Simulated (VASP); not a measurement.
# Hg2S3 (P-3m1) in VASP: further runs

Hg2S3 is run at these levels: PBE; tasks: single point, relaxation of cell and atoms.

Program: VASP 6.6.1. These are calculated values, not measurements. Logs are shortened: lines on timing, memory, paths and dates and some standing lists are left out, and cuts for length are marked.

## (1) The cell of the first run

Symmetry: P-3m1, No. 164, trigonal system. Conventional cell: a = 3.891 Å, b = 3.891 Å, c = 8.368 Å, α = 90.00°, β = 90.00°, γ = 120.00°. Hg (site symmetry 3m) has 6 S at 2.61 to 2.80 Å within 3.4 Å. S (site symmetry -3m) has 6 Hg at 2.80 Å and 12 S at 3.75 to 3.89 Å within 3.9 Å. Within 3.4 Å of S (site symmetry 3m) lie 3 Hg at 2.61 Å and 3 S at 3.25 Å.

## (2) Single point, PBE

Contents of INCAR:

```
PREC = Accurate ; ENCUT = 520
EDIFF = 1E-6 ; ISMEAR = 0
SIGMA = 0.1 ; LREAL = F
LASPH = T ; NELM = 80
ALGO = Normal ; ISIF = 2
LWAVE = F ; LCHARG = F
GGA = PE ; NBANDS = 29
```

Contents of KPOINTS:

```
Automatic mesh
0
Gamma
  6 6 4
```

Contents of POSCAR:

```
Hg2S3
1.0
    3.8907497848      0.0000000000      0.0000000000
   -1.9453748924      3.3694881534      0.0000000000
    0.0000000000      0.0000000000      8.3684652899
Hg S
2 3
Direct
    0.3333333333      0.6666666667      0.2006696283
    0.6666666667      0.3333333333      0.7993303717
    0.0000000000      0.0000000000      0.0000000000
    0.3333333333      0.6666666667      0.6407401750
    0.6666666667      0.3333333333      0.3592598250
```

Potentials or basis: VASP PAW PBE potentials, release 64 (Hg, S).

Launch:

```sh
> cat potpaw_PBE.64/Hg/POTCAR potpaw_PBE.64/S/POTCAR > POTCAR
> mpirun -np 1 vasp_std > vasp.out
```

OUTCAR:

```text
PREC = Accurate
   ENCUT = 520
   EDIFF = 1E-6
   ISMEAR = 0
   LREAL = F
   LASPH = T
   NELM = 80
   ISIF = 2
   GGA = PE

 ion  position               nearest neighbor table
   1  0.333  0.667  0.201-   5 2.61   5 2.61   5 2.61   3 2.80   3 2.80   3 2.80
   2  0.667  0.333  0.799-   4 2.61   4 2.61   4 2.61   3 2.80   3 2.80   3 2.80
   3  0.000  0.000  0.000-   1 2.80   2 2.80   1 2.80   2 2.80   2 2.80   1 2.80
   4  0.333  0.667  0.641-   2 2.61   2 2.61   2 2.61
   5  0.667  0.333  0.359-   1 2.61   1 2.61   1 2.61

  LATTYP: Found a hexagonal cell.
 ALAT       =     3.8907497848
 C/A-ratio  =     2.1508618525

  Lattice vectors:

 A1 = (   3.8907497848,   0.0000000000,   0.0000000000)
 A2 = (  -1.9453748924,   3.3694881534,   0.0000000000)
 A3 = (   0.0000000000,   0.0000000000,   8.3684652899)

Analysis of symmetry for initial positions (statically):
=====================================================================
 Subroutine PRICEL returns:
 Original cell was already a primitive cell.

 Routine SETGRP: Setting up the symmetry group for a
 hexagonal supercell.

 Subroutine GETGRP returns: Found 12 space group operations
 (whereof 12 operations were pure point group operations)
 out of a pool of 24 trial point group operations.

The static configuration has the point symmetry D_3d.

Analysis of symmetry for dynamics (positions and initial velocities):
=====================================================================
 Subroutine PRICEL returns:
 Original cell was already a primitive cell.

 Routine SETGRP: Setting up the symmetry group for a
 hexagonal supercell.

 Subroutine GETGRP returns: Found 12 space group operations
 (whereof 12 operations were pure point group operations)
 out of a pool of 24 trial point group operations.

The dynamic configuration has the point symmetry D_3d.

 Subroutine INISYM returns: Found 12 space group operations
 (whereof 12 operations are pure point group operations),
 and found     1 'primitive' translations

----------------------------------------------------------------------------------------

                                     Primitive cell

  volume of cell :     109.7092

  direct lattice vectors                    reciprocal lattice vectors
     3.890749785  0.000000000  0.000000000     0.257019869  0.148390491  0.000000000
    -1.945374892  3.369488153  0.000000000     0.000000000  0.296780981  0.000000000
     0.000000000  0.000000000  8.368465290     0.000000000  0.000000000  0.119496224

  length of vectors
     3.890749785  3.890749785  8.368465290     0.296780981  0.296780981  0.119496224

  position of ions in fractional coordinates (direct lattice)
     0.333333333  0.666666667  0.200669628
     0.666666667  0.333333333  0.799330372
     0.000000000  0.000000000  0.000000000
     0.333333333  0.666666667  0.640740175
     0.666666667  0.333333333  0.359259825

  ion indices of the primitive-cell ions
   primitive index   ion index
                 1           1
                 2           2
                 3           3
                 4           4
                 5           5

----------------------------------------------------------------------------------------

 KPOINTS: Automatic mesh

Automatic generation of k-mesh.
 Grid dimensions read from file:
 generate k-points for:    6    6    4

 Generating k-lattice:

  Cartesian coordinates                     Fractional coordinates (reciprocal lattice)
     0.042836645  0.024731748  0.000000000     0.166666667 -0.000000000  0.000000000
     0.000000000  0.049463497  0.000000000     0.000000000  0.166666667  0.000000000
     0.000000000  0.000000000  0.029874056     0.000000000  0.000000000  0.250000000

  Length of vectors
     0.049463497  0.049463497  0.029874056

  Shift w.r.t. Gamma in fractional coordinates (k-lattice)
     0.000000000  0.000000000  0.000000000

 Subroutine IBZKPT returns following result:
 ===========================================

 Found     24 irreducible k-points:

 Following reciprocal coordinates:
            Coordinates               Weight
  0.000000  0.000000  0.000000      1.000000
  0.166667 -0.000000  0.000000      6.000000
  0.333333  0.000000  0.000000      6.000000
  0.500000  0.000000  0.000000      3.000000
  0.166667  0.166667  0.000000      6.000000
  0.333333  0.166667  0.000000     12.000000
[... 16 lines left out ...]
  0.333333  0.166667  0.500000     12.000000
  0.333333  0.333333  0.500000      2.000000
   k-points           NKPTS =     24   k-points in BZ     NKDIM =     24   number of bands    NBANDS=     29
   number of dos      NEDOS =    301   number of ions     NIONS =      5
   total plane-waves  NPLWV =  57600
   dimension x,y,z NGX =    30 NGY =   30 NGZ =   64
   dimension x,y,z NGXF=    60 NGYF=   60 NGZF=  128
   ions per type =               2   3
   NGX,Y,Z   is equivalent  to a cutoff of  12.82, 12.82, 12.71 a.u.
   NGXF,Y,Z  is equivalent  to a cutoff of  25.64, 25.64, 25.43 a.u.
 SYSTEM =  unknown system
   PREC   = accura    normal or accurate (medium, high low for compatibility)
   ISTART =      0    job   : 0-new  1-cont  2-samecut
   ICHARG =      2    charge: 1-file 2-atom 10-const
   ISPIN  =      1    spin polarized calculation?
   LNONCOLLINEAR =      F non collinear calculations
   LSORBIT =      F    spin-orbit coupling
   LASPH  =      T    aspherical Exc in radial PAW
   ENCUT  =  520.0 eV  38.22 Ry    6.18 a.u.   7.23  7.23 15.56*2*pi/ulx,y,z
   NELM   =     80;   NELMIN=  2; NELMDL= -5     # of ELM steps
   EDIFF  = 0.1E-05   stopping-criterion for ELM
   LREAL  =      F    real-space projection
   EDIFFG = 0.1E-04   stopping-criterion for IOM
   NSW    =      0    number of steps for IOM
   IBRION =     -1    ionic relax: 0-MD 1-quasi-New 2-CG
   NFREE  =      0    steps in history (QN), initial steepest desc. (CG)
   ISIF   =      2    stress and relaxation
   ISYM   =      2    0-nonsym 1-usesym 2-fastsym
   POTIM  = 0.5000    time-step for ionic-motion
   TEBEG  =    0.0;   TEEND  =   0.0 temperature during run
   PSTRESS=    0.0 pullay stress
   NELECT =      42.0000    total number of electrons
   NUPDOWN=      -1.0000    fix difference up-down
   EMIN   =  10.00;   EMAX   =-10.00  energy-range for DOS
   EFERMI =   0.00;   METHOD = LEGACY
   ISMEAR =     0;   SIGMA  =   0.10  broadening in eV -4-tet -1-fermi 0-gaus
   EFERMI_NEDOS =   21; number of points for ismear=-14 and -15
   IALGO  =     38    algorithm
   IMIX   =      4    mixing-type and parameters
     AMIX     =   0.40;   BMIX     =  1.00
     AMIX_MAG =   1.60;   BMIX_MAG =  1.00
  volume/ion in A,a.u.               =      21.94       148.07
  Fermi-wavevector in a.u.,A,eV,Ry     =   1.188713  2.246341 19.225548  1.413038
  Thomas-Fermi vector in A             =   2.324836
   LORBIT       =      0    0 simple, 1 ext, 2 COOP (PROOUT), +10 PAW based schemes
   GGA     = PE    functional components
   LHFCALC =     F    Hartree Fock is set to
   AEXX    =    0.0000 exact exchange contribution
   IVDW    =     0    specifies the selected vdW correction
   LEPSILON=     F    determine dielectric tensor
   LRPA    =     F    only Hartree local field effects (RPA)
 non-spin polarized calculation
 Gauss-broadening in eV      SIGMA  =   0.10
  energy-cutoff  :      520.00
  volume of cell :      109.71
 maximum number of plane-waves:      2970
 NGX is ok and might be reduce to    30
   NGX = 15   NGY = 15   NGZ = 31

 number of electron      41.9999998 magnetization

 Free energy of the ion-electron system (eV)
  ---------------------------------------------------
  ext. energy  EPLUGINS =         0.00000000
  ---------------------------------------------------
  free energy    TOTEN  =       -11.15782259 eV

  energy without entropy =      -11.13404192  energy(sigma->0) =      -11.14593226

 E-fermi :   3.0033     XC(G=0): -10.0406

 val. band max:        2.9501714888   @ k =   0.1667   0.1667   0.5000
 cond. band min:       3.0064681136   @ k =  -0.1667   0.5000   0.2500
 fundamental gap:      0.0562966248
 Fermi energy:         3.0032595056

 k-point     1 :       0.0000    0.0000    0.0000
  band No.  band energies     occupation
      1     -10.3740      2.00000
      2      -9.2707      2.00000
      3      -9.1360      2.00000
      4      -3.9856      2.00000
      5      -3.9856      2.00000
      6      -3.8004      2.00000
[... 21 lines left out ...]
     28       9.6701      0.00000
     29      10.7844      0.00000

 k-point     2 :       0.1667   -0.0000    0.0000
  band No.  band energies     occupation
      1     -10.1558      2.00000
      2      -9.2571      2.00000
      3      -9.0441      2.00000
      4      -3.9769      2.00000
      5      -3.9108      2.00000
      6      -3.8734      2.00000
[... 21 lines left out ...]
     28      10.0469      0.00000
     29      10.6147      0.00000

 k-point     3 :       0.3333    0.0000    0.0000
  band No.  band energies     occupation
      1      -9.6326      2.00000
      2      -9.2282      2.00000
      3      -8.8901      2.00000
      4      -3.9621      2.00000
      5      -3.8632      2.00000
      6      -3.6798      2.00000
[... 21 lines left out ...]
     28      10.4819      0.00000
     29      10.8689      0.00000

 k-point     4 :       0.5000    0.0000    0.0000
  band No.  band energies     occupation
      1      -9.3154      2.00000
      2      -9.1749      2.00000
      3      -8.8635      2.00000
      4      -3.9542      2.00000
      5      -3.8866      2.00000
      6      -3.7429      2.00000
[... 21 lines left out ...]
     28      10.2643      0.00000
     29      10.5376      0.00000

 k-point     5 :       0.1667    0.1667    0.0000
  band No.  band energies     occupation
      1      -9.7807      2.00000
      2      -9.2281      2.00000
      3      -8.9304      2.00000
      4      -3.9442      2.00000
      5      -3.7906      2.00000
      6      -3.7500      2.00000
[... 21 lines left out ...]
     28      10.3022      0.00000
     29      10.6066      0.00000
[... 510 lines left out ...]
     28      10.4947      0.00000
     29      11.1543      0.00000

 k-point    22 :       0.1667    0.1667    0.5000
  band No.  band energies     occupation
      1      -9.6268      2.00000
      2      -9.5070      2.00000
      3      -8.8060      2.00000
      4      -3.9369      2.00000
      5      -3.8310      2.00000
      6      -3.7569      2.00000
[... 21 lines left out ...]
     28      10.2766      0.00000
     29      10.8238      0.00000

 k-point    23 :       0.3333    0.1667    0.5000
  band No.  band energies     occupation
      1      -9.3238      2.00000
      2      -9.1585      2.00000
      3      -8.8826      2.00000
      4      -3.8917      2.00000
      5      -3.8291      2.00000
      6      -3.6870      2.00000
[... 21 lines left out ...]
     28      10.6001      0.00000
     29      11.0900      0.00000

 k-point    24 :       0.3333    0.3333    0.5000
  band No.  band energies     occupation
      1      -9.2226      2.00000
      2      -8.9706      2.00000
      3      -8.9706      2.00000
      4      -3.8996      2.00000
      5      -3.6517      2.00000
      6      -3.6517      2.00000
[... 21 lines left out ...]
     28      10.2652      0.00000
     29      11.1037      0.00000

------------------------ aborting loop because EDIFF is reached ----------------------------------------

  FORCE on cell =-STRESS in cart. coord.  units (eV):
  Direction    XX          YY          ZZ          XY          YZ          ZX
  --------------------------------------------------------------------------------------
  -------------------------------------------------------------------------------------
  Total        0.2344590      0.2344590      0.2261238      0.0000000      0.0000000      0.0000000
  in kB        3.4240058      3.4240058      3.3022786      0.0000000      0.0000000      0.0000000
  external PRESSURE =       3.3834301 kB  Pullay stress =       0.0000000 kB

 VOLUME and BASIS-vectors are now :
 -----------------------------------------------------------------------------
  energy-cutoff  :      520.00
  volume of cell :      109.71
      direct lattice vectors                 reciprocal lattice vectors
     3.890749785  0.000000000  0.000000000     0.257019869  0.148390491  0.000000000
    -1.945374892  3.369488153  0.000000000     0.000000000  0.296780981  0.000000000
     0.000000000  0.000000000  8.368465290     0.000000000  0.000000000  0.119496224

 POSITION                                       TOTAL-FORCE (eV/Angst)
 -----------------------------------------------------------------------------------
     -0.00000      2.24633      1.67930         0.000000      0.000000     -0.008301
      1.94537      1.12316      6.68917        -0.000000      0.000000      0.008301
      0.00000      0.00000      0.00000        -0.000000      0.000000      0.000000
     -0.00000      2.24633      5.36201         0.000000      0.000000     -0.041580
      1.94537      1.12316      3.00645        -0.000000      0.000000      0.041580
 -----------------------------------------------------------------------------------
    total drift:                                0.000000     -0.000000      0.000000

  FREE ENERGIE OF THE ION-ELECTRON SYSTEM (eV)
  ---------------------------------------------------
  free  energy   TOTEN  =       -11.1578225929 eV

  energy  without entropy=      -11.1340419173  energy(sigma->0) =      -11.14593226
```

It took 37 s on 1 thread of AMD EPYC 9R45 (Zen 5), shared host; peak memory 0.22 GiB.

Results:

```yaml
Free_energy: -11.1578 eV
Pressure: 0.3 GPa
Largest_force: 0.042 eV/Å
Band_gap_on_the_k_mesh: zero (bands 21 and 22 overlap by 1.03 eV)
```

Forces on the atoms (eV/Å):
```
Hg   0.000  0.000 -0.008
Hg   0.000  0.000  0.008
S    0.000  0.000  0.000
S    0.000  0.000 -0.042
S    0.000  0.000  0.042
```

Caveat: spin-orbit coupling is left out, which moves the levels of the heavy elements.

## (3) Single point, PBE

This run uses another cell than the first one, of 22.15 Å³/atom.

Contents of INCAR:

```
SYSTEM = Hg2S3
  PREC = Accurate
  ENCUT = 520
  EDIFF = 1E-6
  ISMEAR = 0
  SIGMA = 0.1
  LREAL = .False.
  LASPH = .True.
  NELM = 60
  ALGO = Normal
  ISIF = 2
  LWAVE = .False.
  LCHARG = .False.
  GGA = PE
  NBANDS = 29
```

Contents of KPOINTS:

```
Automatic mesh
0
Gamma
  6 6 4
  0 0 0
```

Contents of POSCAR:

```
Hg2S3
1.0
    4.3480848775      0.0000000000      0.0000000000
   -2.1740424388      3.7655519618      0.0000000000
    0.0000000000      0.0000000000      6.7649137816
Hg S
2 3
Direct
    0.3333333333      0.6666666667      0.2450000000
    0.6666666667      0.3333333333      0.7550000000
    0.0000000000      0.0000000000      0.0000000000
    0.3333333333      0.6666666667      0.6450000000
    0.6666666667      0.3333333333      0.3550000000
```

Potentials or basis: VASP PAW PBE potentials, release 64 (Hg, S).

Launch:

```sh
> cat potpaw_PBE.64/Hg/POTCAR potpaw_PBE.64/S/POTCAR > POTCAR
> mpirun -np 1 vasp_std > vasp.out
```

Run time: 37 s. Hardware: 1 thread of AMD EPYC 9R45 (Zen 5), shared host; peak memory 0.21 GiB.

It converged, with:

* Free energy: -10.2225 eV
* Pressure: 2.2 GPa
* Largest force: 0.651 eV/Å
* Band gap on the k mesh: zero (bands 21 and 22 overlap by 0.68 eV)

Forces in eV/Å, atoms in the order of the input:
```
Hg   0.000  0.000 -0.584
Hg   0.000  0.000  0.584
S    0.000  0.000  0.000
S    0.000  0.000  0.651
S    0.000  0.000 -0.651
```

Stress tensor (GPa, compression positive):
```
0.69 0.00 0.00
0.00 0.69 0.00
0.00 0.00 5.24
```

Levels at points of the mesh, in eV from the Fermi level:
```
           k point  band 18  band 19  band 20  band 21  band 22  band 23  band 24  band 25
(0.00, 0.00, 0.00)    -1.02    -1.02    -0.38    -0.30    -0.30     0.06     2.53     5.51
(0.50, 0.00, 0.00)    -1.34    -1.28    -0.90    -0.28     0.34     0.82     3.55     6.01
(0.00, 0.00, 0.50)    -1.47    -0.62    -0.62    -0.42    -0.42     2.34     2.48     3.22
(0.50, 0.00, 0.50)    -2.46    -1.80    -1.02     0.21     0.25     1.77     2.59     5.17
```

Caveat: semilocal functionals underestimate gaps, and a narrow one can read as zero; spin-orbit coupling is left out, which moves the levels of the heavy elements.

## (4) Single point, PBE

This run uses another cell than the first one, of 21.88 Å³/atom.

Contents of INCAR:

```
SYSTEM = Hg2S3
ALGO = Normal
EDIFF = 1E-6
ENCUT = 520
GGA = PE
ISIF = 2
ISMEAR = 0
LASPH = .TRUE.
LCHARG = .TRUE.
LELF = .TRUE.
LREAL = .FALSE.
LVHAR = .TRUE.
LWAVE = .FALSE.
NBANDS = 29
NELM = 100
PREC = Accurate
SIGMA = 0.1
```

Contents of KPOINTS:

```
k-points
0
G
  12 12 6
  0 0 0
```

Contents of POSCAR:

```
Hg2S3
1.0
    3.8919333464      0.0000000000      0.0000000000
   -1.9459666732      3.3705131478      0.0000000000
    0.0000000000      0.0000000000      8.3391822336
Hg S
2 3
Direct
    0.3333333333      0.6666666667      0.2010063454
    0.6666666667      0.3333333333      0.7989936546
    0.0000000000      0.0000000000      0.0000000000
    0.3333333333      0.6666666667      0.6390363630
    0.6666666667      0.3333333333      0.3609636370
```

Launch:

```sh
> cat potpaw_PBE.64/Hg/POTCAR potpaw_PBE.64/S/POTCAR > POTCAR
> mpirun -np 1 vasp_std > vasp.out
```

Run time: 2.5 min. Hardware: 1 thread of AMD EPYC 9R45 (Zen 5), shared host; peak memory 0.37 GiB.

Results (log left out):

```
Free energy            : -11.1419 eV
Pressure               : 0.4 GPa
Largest force          : 0.047 eV/Å
Band gap on the k mesh : zero (bands 21 and 22 overlap by 1.07 eV)
```

Forces on the atoms (eV/Å):
```
Hg   0.000  0.000 -0.006
Hg   0.000  0.000  0.006
S    0.000  0.000  0.000
S    0.000  0.000 -0.047
S    0.000  0.000  0.047
```

Levels at points of the mesh, in eV from the Fermi level:
| k point | band 19 | band 20 | band 21 | band 22 | band 23 | band 24 |
| --- | --- | --- | --- | --- | --- | --- |
| (0.00, 0.00, 0.00) | -0.56 | -0.25 | 0.38 | 0.38 | 1.22 | 4.10 |
| (0.50, 0.00, 0.00) | -1.12 | -0.64 | -0.42 | -0.21 | 0.51 | 4.03 |
| (0.00, 0.00, 0.50) | 0.01 | 0.01 | 0.04 | 0.04 | 2.65 | 3.27 |
| (0.50, 0.00, 0.50) | -2.11 | -1.50 | 0.43 | 0.43 | 1.60 | 3.00 |

Caveat: spin-orbit coupling is left out, which moves the levels of the heavy elements.

(Continued in part 2 of 2.)

The gap in the log of VASP goes by the Fermi energy; the results here count the filled bands.